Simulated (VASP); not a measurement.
# ZrB2 (P6/mmm) in VASP: a series of runs, part 2 of 2

VASP 6.6.1. The steps go on from the part before.

## 5. Single point, PBE (volume scaled by 1.06, then relaxed in part)

Contents of INCAR:

```
PREC = Accurate
ENCUT = 520
EDIFF = 1E-6
ISMEAR = 0
SIGMA = 0.1
LREAL = False
LASPH = True
NELM = 100
ALGO = Normal
ISIF = 2
LWAVE = False
LCHARG = True
GGA = PE
LELF = True
LVHAR = True
NBANDS = 16
```

Contents of KPOINTS:

```
Automatic mesh
0
Gamma
  15 15 12
```

Contents of POSCAR:

```
ZrB2
1.0
    3.2285917888      0.0000000000      0.0000000000
   -1.6142958944      2.7960425075      0.0000000000
    0.0000000000      0.0000000000      3.6224514844
Zr B
1 2
Direct
    0.0000000000      0.0000000000      0.0000000000
    0.3333333333      0.6666666667      0.5000000000
    0.6666666667      0.3333333333      0.5000000000
```

The run is started by

```
$ cat potpaw_PBE.64/Zr_sv/POTCAR potpaw_PBE.64/B/POTCAR > POTCAR
$ mpirun -np 1 vasp_std > vasp.out
```

Run time: 54 s. Hardware: 1 thread of Intel Xeon 6975P-C, shared host; peak memory 0.22 GiB.

The run converged. Its results:

| Quantity | Value |
| --- | --- |
| Free energy | -24.9068 eV |
| Pressure | -12.3 GPa |
| Band gap on the k mesh | zero (band 9 reaches 10.62 eV, above the bottom of band 10 at 9.64 eV) |

Levels at points of the mesh, in eV from the Fermi level:
| k point | band 6 | band 7 | band 8 | band 9 | band 10 | band 11 | band 12 | band 13 |
| --- | --- | --- | --- | --- | --- | --- | --- | --- |
| (0.00, 0.00, 0.00) | -2.46 | -2.46 | -2.46 | -2.41 | 3.14 | 3.14 | 3.83 | 3.83 |
| (0.00, 0.00, 0.50) | -6.78 | -0.91 | -0.91 | 0.37 | 0.37 | 0.74 | 0.74 | 1.59 |

## 6. Single point, PBE (volume scaled by 1.10, then relaxed in part)

Contents of INCAR:

```
SYSTEM = ZrB2
PREC = Accurate
ENCUT = 520
EDIFF = 1E-7
ISMEAR = 0
SIGMA = 0.1
LREAL = .False.
LASPH = .True.
NELM = 60
ALGO = Normal
ISIF = 2
LWAVE = .False.
LCHARG = .False.
GGA = PE
NBANDS = 16
```

Contents of KPOINTS:

```
regular mesh
0
Gamma
  15 15 12
  0 0 0
```

Contents of POSCAR:

```
ZrB2
1.0
    3.2651464455      0.0000000000      0.0000000000
   -1.6325732227      2.8276997689      0.0000000000
    0.0000000000      0.0000000000      3.6754485188
Zr B
1 2
Direct
    0.0000000000      0.0000000000      0.0000000000
    0.3333333333      0.6666666667      0.5000000000
    0.6666666667      0.3333333333      0.5000000000
```

Potentials or basis: VASP PAW PBE potentials, release 64 (Zr_sv, B).

The run is started by

```
$ cat potpaw_PBE.64/Zr_sv/POTCAR potpaw_PBE.64/B/POTCAR > POTCAR
$ mpirun -np 1 vasp_std > vasp.out
```

OUTCAR:

```text
SYSTEM = ZrB2
   PREC = Accurate
   ENCUT = 520
   EDIFF = 1E-7
   ISMEAR = 0
   LREAL = .False.
   LASPH = .True.
   NELM = 60
   ISIF = 2
   GGA = PE

 ion  position               nearest neighbor table
   1  0.000  0.000  0.000-   2 2.63   3 2.63   2 2.63   3 2.63   2 2.63   2 2.63   3 2.63   3 2.63
                             3 2.63   3 2.63   2 2.63   2 2.63
   2  0.333  0.667  0.500-   3 1.89   3 1.89   3 1.89   1 2.63   1 2.63   1 2.63   1 2.63   1 2.63
                             1 2.63
   3  0.667  0.333  0.500-   2 1.89   2 1.89   2 1.89   1 2.63   1 2.63   1 2.63   1 2.63   1 2.63
                             1 2.63

  LATTYP: Found a hexagonal cell.
 ALAT       =     3.2651464455
 C/A-ratio  =     1.1256611549

  Lattice vectors:

 A1 = (   3.2651464455,   0.0000000000,   0.0000000000)
 A2 = (  -1.6325732227,   2.8276997689,   0.0000000000)
 A3 = (   0.0000000000,   0.0000000000,   3.6754485188)

Analysis of symmetry for initial positions (statically):
=====================================================================
 Subroutine PRICEL returns:
 Original cell was already a primitive cell.

 Routine SETGRP: Setting up the symmetry group for a
 hexagonal supercell.

 Subroutine GETGRP returns: Found 24 space group operations
 (whereof 24 operations were pure point group operations)
 out of a pool of 24 trial point group operations.

The static configuration has the point symmetry D_6h.

Analysis of symmetry for dynamics (positions and initial velocities):
=====================================================================
 Subroutine PRICEL returns:
 Original cell was already a primitive cell.

 Routine SETGRP: Setting up the symmetry group for a
 hexagonal supercell.

 Subroutine GETGRP returns: Found 24 space group operations
 (whereof 24 operations were pure point group operations)
 out of a pool of 24 trial point group operations.

The dynamic configuration has the point symmetry D_6h.

 Subroutine INISYM returns: Found 24 space group operations
 (whereof 24 operations are pure point group operations),
 and found     1 'primitive' translations

----------------------------------------------------------------------------------------

                                     Primitive cell

  volume of cell :      33.9349

  direct lattice vectors                    reciprocal lattice vectors
     3.265146446  0.000000000  0.000000000     0.306264977  0.176822167  0.000000000
    -1.632573223  2.827699769  0.000000000     0.000000000  0.353644333  0.000000000
     0.000000000  0.000000000  3.675448519     0.000000000  0.000000000  0.272075638

  length of vectors
     3.265146446  3.265146445  3.675448519     0.353644333  0.353644333  0.272075638

  position of ions in fractional coordinates (direct lattice)
     0.000000000  0.000000000  0.000000000
     0.333333333  0.666666667  0.500000000
     0.666666667  0.333333333  0.500000000

  ion indices of the primitive-cell ions
   primitive index   ion index
                 1           1
                 2           2
                 3           3

----------------------------------------------------------------------------------------

 KPOINTS: regular mesh

Automatic generation of k-mesh.
 Grid dimensions read from file:
 generate k-points for:   15   15   12

 Generating k-lattice:

  Cartesian coordinates                     Fractional coordinates (reciprocal lattice)
     0.020417665  0.011788144  0.000000000     0.066666667  0.000000000  0.000000000
     0.000000000  0.023576289  0.000000000     0.000000000  0.066666667  0.000000000
     0.000000000  0.000000000  0.022672970     0.000000000  0.000000000  0.083333333

  Length of vectors
     0.023576289  0.023576289  0.022672970

  Shift w.r.t. Gamma in fractional coordinates (k-lattice)
     0.000000000  0.000000000  0.000000000

 Subroutine IBZKPT returns following result:
 ===========================================

 Found    189 irreducible k-points:

 Following reciprocal coordinates:
            Coordinates               Weight
  0.000000  0.000000  0.000000      1.000000
  0.066667  0.000000  0.000000      6.000000
  0.133333  0.000000  0.000000      6.000000
  0.200000  0.000000  0.000000      6.000000
  0.266667  0.000000  0.000000      6.000000
  0.333333  0.000000  0.000000      6.000000
[... 16 lines left out ...]
  0.333333  0.200000  0.000000     12.000000
  0.400000  0.200000  0.000000      6.000000
 [... further k-points ...]
   k-points           NKPTS =    189   k-points in BZ     NKDIM =    189   number of bands    NBANDS=     16
   number of dos      NEDOS =    301   number of ions     NIONS =      3
   total plane-waves  NPLWV =  16128
   dimension x,y,z NGX =    24 NGY =   24 NGZ =   28
   dimension x,y,z NGXF=    48 NGYF=   48 NGZF=   56
   ions per type =               1   2
   NGX,Y,Z   is equivalent  to a cutoff of  12.22, 12.22, 12.66 a.u.
   NGXF,Y,Z  is equivalent  to a cutoff of  24.44, 24.44, 25.33 a.u.
 SYSTEM =  ZrB2
   PREC   = accura    normal or accurate (medium, high low for compatibility)
   ISTART =      0    job   : 0-new  1-cont  2-samecut
   ICHARG =      2    charge: 1-file 2-atom 10-const
   ISPIN  =      1    spin polarized calculation?
   LNONCOLLINEAR =      F non collinear calculations
   LSORBIT =      F    spin-orbit coupling
   LASPH  =      T    aspherical Exc in radial PAW
   ENCUT  =  520.0 eV  38.22 Ry    6.18 a.u.   6.07  6.07  6.83*2*pi/ulx,y,z
   NELM   =     60;   NELMIN=  2; NELMDL= -5     # of ELM steps
   EDIFF  = 0.1E-06   stopping-criterion for ELM
   LREAL  =      F    real-space projection
   EDIFFG = 0.1E-05   stopping-criterion for IOM
   NSW    =      0    number of steps for IOM
   IBRION =     -1    ionic relax: 0-MD 1-quasi-New 2-CG
   NFREE  =      0    steps in history (QN), initial steepest desc. (CG)
   ISIF   =      2    stress and relaxation
   ISYM   =      2    0-nonsym 1-usesym 2-fastsym
   POTIM  = 0.5000    time-step for ionic-motion
   TEBEG  =    0.0;   TEEND  =   0.0 temperature during run
   PSTRESS=    0.0 pullay stress
   NELECT =      18.0000    total number of electrons
   NUPDOWN=      -1.0000    fix difference up-down
   EMIN   =  10.00;   EMAX   =-10.00  energy-range for DOS
   EFERMI =   0.00;   METHOD = LEGACY
   ISMEAR =     0;   SIGMA  =   0.10  broadening in eV -4-tet -1-fermi 0-gaus
   EFERMI_NEDOS =   21; number of points for ismear=-14 and -15
   IALGO  =     38    algorithm
   IMIX   =      4    mixing-type and parameters
     AMIX     =   0.40;   BMIX     =  1.00
     AMIX_MAG =   1.60;   BMIX_MAG =  1.00
  volume/ion in A,a.u.               =      11.31        76.33
  Fermi-wavevector in a.u.,A,eV,Ry     =   1.325207  2.504277 23.894175  1.756172
  Thomas-Fermi vector in A             =   2.454684
   LORBIT       =      0    0 simple, 1 ext, 2 COOP (PROOUT), +10 PAW based schemes
   GGA     = PE    functional components
   LHFCALC =     F    Hartree Fock is set to
   AEXX    =    0.0000 exact exchange contribution
   IVDW    =     0    specifies the selected vdW correction
   LEPSILON=     F    determine dielectric tensor
   LRPA    =     F    only Hartree local field effects (RPA)
 non-spin polarized calculation
 Gauss-broadening in eV      SIGMA  =   0.10
  energy-cutoff  :      520.00
  volume of cell :       33.93
 maximum number of plane-waves:       936
   NGX = 13   NGY = 13   NGZ = 13

 number of electron      18.0000001 magnetization

 Free energy of the ion-electron system (eV)
  ---------------------------------------------------
  ext. energy  EPLUGINS =         0.00000000
  ---------------------------------------------------
  free energy    TOTEN  =       -24.78759909 eV

  energy without entropy =      -24.78640330  energy(sigma->0) =      -24.78700119

 E-fermi :   9.4529     XC(G=0): -11.9855

 val. band max:        9.4381727905   @ k =   0.0000   0.0000   0.2500
 cond. band min:       9.4693386053   @ k =   0.0667   0.0667   0.4167
 fundamental gap:      0.0311658148
 Fermi energy:         9.4529342639

 k-point     1 :       0.0000    0.0000    0.0000
  band No.  band energies     occupation
      1     -39.5131      2.00000
      2     -17.6486      2.00000
      3     -17.2061      2.00000
      4     -17.2061      2.00000
      5      -2.8002      2.00000
      6       7.0219      2.00000
[... 433 lines left out ...]
      3     -17.5177      2.00000
      4     -17.5164      2.00000
      5       1.3203      2.00000
      6       1.4698      2.00000
[... 8 lines left out ...]
     15      17.7953      0.00000
     16      18.1092      0.00000

 [... further k-points ...]

------------------------ aborting loop because EDIFF is reached ----------------------------------------

  FORCE on cell =-STRESS in cart. coord.  units (eV):
  Direction    XX          YY          ZZ          XY          YZ          ZX
  --------------------------------------------------------------------------------------
  -------------------------------------------------------------------------------------
  Total       -3.9616644     -3.9616644     -3.9532772     -0.0000000     -0.0000000      0.0000000
  in kB     -187.0432141   -187.0432141   -186.6472303     -0.0000000     -0.0000000      0.0000000
  external PRESSURE =    -186.9112195 kB  Pullay stress =       0.0000000 kB

 VOLUME and BASIS-vectors are now :
 -----------------------------------------------------------------------------
  energy-cutoff  :      520.00
  volume of cell :       33.93
      direct lattice vectors                 reciprocal lattice vectors
     3.265146446  0.000000000  0.000000000     0.306264977  0.176822167  0.000000000
    -1.632573223  2.827699769  0.000000000     0.000000000  0.353644333  0.000000000
     0.000000000  0.000000000  3.675448519     0.000000000  0.000000000  0.272075638

 POSITION                                       TOTAL-FORCE (eV/Angst)
 -----------------------------------------------------------------------------------
      0.00000      0.00000      0.00000        -0.000000      0.000000      0.000000
     -0.00000      1.88513      1.83772         0.000000      0.000000      0.000000
      1.63257      0.94257      1.83772        -0.000000      0.000000      0.000000
 -----------------------------------------------------------------------------------
    total drift:                               -0.000000      0.000000      0.000000

  FREE ENERGIE OF THE ION-ELECTRON SYSTEM (eV)
  ---------------------------------------------------
  free  energy   TOTEN  =       -24.7875990852 eV

  energy  without entropy=      -24.7864033040  energy(sigma->0) =      -24.78700119
```

stdout:

```text
POSCAR found type information on POSCAR ZrB
 POSCAR found :  2 types and       3 ions
 scaLAPACK will be used
 LDA part: xc-table for (Slater+PW92), standard interpolation
 POSCAR, INCAR and KPOINTS ok, starting setup
 FFT: planning ... GRIDC
 FFT: planning ... GRID_SOFT
 FFT: planning ... GRID
 WAVECAR not read
 entering main loop
```

Wall time 61 s (1 thread of Intel Xeon 6975P-C, shared host); peak memory 0.22 GiB.

Results:

```
Free energy            : -24.7876 eV
Pressure               : -18.7 GPa
Band gap on the k mesh : zero (band 9 reaches 10.15 eV, above the bottom of band 10 at 9.26 eV)
```

Levels at points of the mesh, in eV from the Fermi level:
```tsv
k point	band 6	band 7	band 8	band 9	band 10	band 11	band 12	band 13
(0.00, 0.00, 0.00)	-2.43	-2.40	-2.37	-2.37	2.98	2.98	3.64	3.64
(0.00, 0.00, 0.50)	-6.67	-0.88	-0.88	0.38	0.38	0.71	0.71	1.47
```

## 7. Summary

| cell | gap on the mesh (eV) | pressure (GPa) |
| --- | --- | --- |
| a = 3.110, b = 3.110, c = 3.462 Å, angles 90.0, 90.0, 120.0°, 3 atoms | none | 16.8 |
| a = 3.141, b = 3.141, c = 3.502 Å, angles 90.0, 90.0, 120.0°, 3 atoms | none | 7.8 |
| a = 3.200, b = 3.200, c = 3.583 Å, angles 90.0, 90.0, 120.0°, 3 atoms | none | -6.5 |
| a = 3.229, b = 3.229, c = 3.622 Å, angles 90.0, 90.0, 120.0°, 3 atoms | none | -12.3 |
| a = 3.265, b = 3.265, c = 3.675 Å, angles 90.0, 90.0, 120.0°, 3 atoms | none | -18.7 |

Alike in all rows: task single point; level PBE; potentials or basis VASP PAW PBE potentials, release 64 (Zr_sv, B); no spin polarisation; k mesh 15 × 15 × 12; cutoff (eV) 520; smearing gaussian 0.1 eV.

Absolute energies hang on the potentials; compare differences alone.
